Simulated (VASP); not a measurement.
Set up this calculation in VASP 6.6.1, as the native input.

| Quantity | Value |
| --- | --- |
| Task | relaxation of cell and atoms |
| Functional | LDA |
| Potentials or basis | VASP PAW LDA potentials, release 64 (Cd, Se) |
| Cutoff | 600 eV |
| k mesh | 6 × 6 × 4 |
| Occupations | gaussian, width 0.01 eV |
| Spin | no spin polarisation |
| Target pressure | 10 GPa |
| Dipole correction | no |
| Further INCAR settings | ALGO = Normal; EDIFF = 1e-07; IBRION = 2; EDIFFG = -0.002; NSW = 100; ISIF = 3 |

The structure of CdSe lies in POSCAR:

```
CdSe
1.0
    4.2470825526      0.0000000000      0.0000000000
   -2.1235412763      3.6780813826      0.0000000000
    0.0000000000      0.0000000000      6.9420032420
Cd Se
2 2
Direct
    0.3333333333      0.6666666667      0.0048579434
    0.6666666667      0.3333333333      0.5048579434
    0.3333333333      0.6666666667      0.3801420566
    0.6666666667      0.3333333333      0.8801420566
```

These files were run (other wordings do the same):

INCAR

```
SYSTEM = CdSe
PREC     = Accurate       ! precision mode
ENCUT    = 600            ! plane-wave cutoff, eV
EDIFF    = 1E-7           ! SCF threshold, eV
ISMEAR   = 0              ! smearing method
SIGMA    = 0.01           ! smearing width, eV
LREAL    = .False.        ! projectors in reciprocal space
LASPH    = .True.         ! aspherical terms in the spheres
NELM     = 100            ! most SCF steps
ALGO     = Normal         ! electronic algorithm
ISIF     = 3              ! what is computed and relaxed
LWAVE    = .False.        ! write WAVECAR
LCHARG   = .False.        ! write CHGCAR
GGA      = CA             ! functional
IBRION   = 2              ! ionic algorithm
NSW      = 100            ! ionic steps
EDIFFG   = -0.002         ! ionic threshold
PSTRESS  = 100.0
```

KPOINTS

```
regular mesh
0
Gamma
  6 6 4
  0 0 0
```

Potentials or basis: VASP PAW LDA potentials, release 64 (Cd, Se).

Launch:

```bash
$ cat potpaw_LDA.64/Cd/POTCAR potpaw_LDA.64/Se/POTCAR > POTCAR
$ mpirun -np 1 vasp_std > vasp.out
```

It gave:

```
Relaxed volume                                             : 24.03 Å³/atom
Relaxed cell                                               : a = 4.071 Å, b = 4.071 Å, c = 6.699 Å, α = 90.00°, β = 90.00°, γ = 120.00°
Space group after relaxing (to 0.1 Å)                      : P6_3mc (No. 186)
Energy change on relaxing (the run minimises the enthalpy) : +90.7 meV/atom
Ionic steps                                                : 12
Pressure after relaxing                                    : 10.0 GPa
Band gap on the k mesh                                     : 0.73 eV
```

Caveat: the cell is relaxed towards a set pressure, so the run minimises the enthalpy, not the energy.

Run time: 2.6 min on 1 thread of Intel(R) Xeon(R) 6975P-C (Granite Rapids), with other jobs on the host, peak memory 0.24 GiB.
